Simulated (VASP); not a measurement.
Write the native input for VASP 6.6.1 that does the following.

```yaml
Task: single point
Functional: RPBE
Potentials_or_basis: VASP PAW PBE potentials, release 64 (Co)
Cutoff: 520 eV
k_mesh: 17 × 17 × 17
Occupations: fermi-dirac, width 0.05 eV
Spin: collinear spin, ferromagnetic start
Starting_moments: "[1.772] μB"
Dipole_correction: no
Further_INCAR_settings: ALGO = Normal; EDIFF = 1e-06; NBANDS = 14
```

The structure of Co lies in POSCAR:

```
Co
1.0
    0.0000000000      1.8452909956      1.8452909956
    1.8452909956      0.0000000000      1.8452909956
    1.8452909956      1.8452909956      0.0000000000
Co
1
Direct
    0.0000000000      0.0000000000      0.0000000000
```

This cell differs from its parent crystal: volume scaled by 1.12.

The input as run:

INCAR

```
SYSTEM = Co
ALGO = Normal ; EDIFF = 1E-6
ENCUT = 520 ; GGA = RP
ISIF = 2 ; ISMEAR = -1
ISPIN = 2 ; LASPH = .True.
LCHARG = .True. ; LELF = .True.
LMAXMIX = 4 ; LORBIT = 11
LREAL = .False. ; LVHAR = .True.
LWAVE = .False. ; MAGMOM = 1.772
NBANDS = 14 ; NELM = 150
PREC = Accurate ; SIGMA = 0.05
```

KPOINTS

```
k-points
0
Gamma
  17 17 17
  0 0 0
```

Potentials or basis: VASP PAW PBE potentials, release 64 (Co).

Launch:

```sh
$ cat potpaw_PBE.64/Co/POTCAR > POTCAR
$ mpirun -np 1 vasp_std > vasp.out
```

It gave:

```
Pressure                                              : -16.4 GPa
Net moment                                            : 1.75 μB per cell
Site moments                                          : Co +1.80 μB
Valence electrons inside the program's atomic spheres : Co 8.02
```

Caveat: the PAW data sets were made with another functional, which shifts forces and pressure a little.

Wall time 40 s on 1 thread of Intel(R) Xeon(R) Platinum 8488C (Sapphire Rapids) (shared host), peak memory 0.16 GiB.
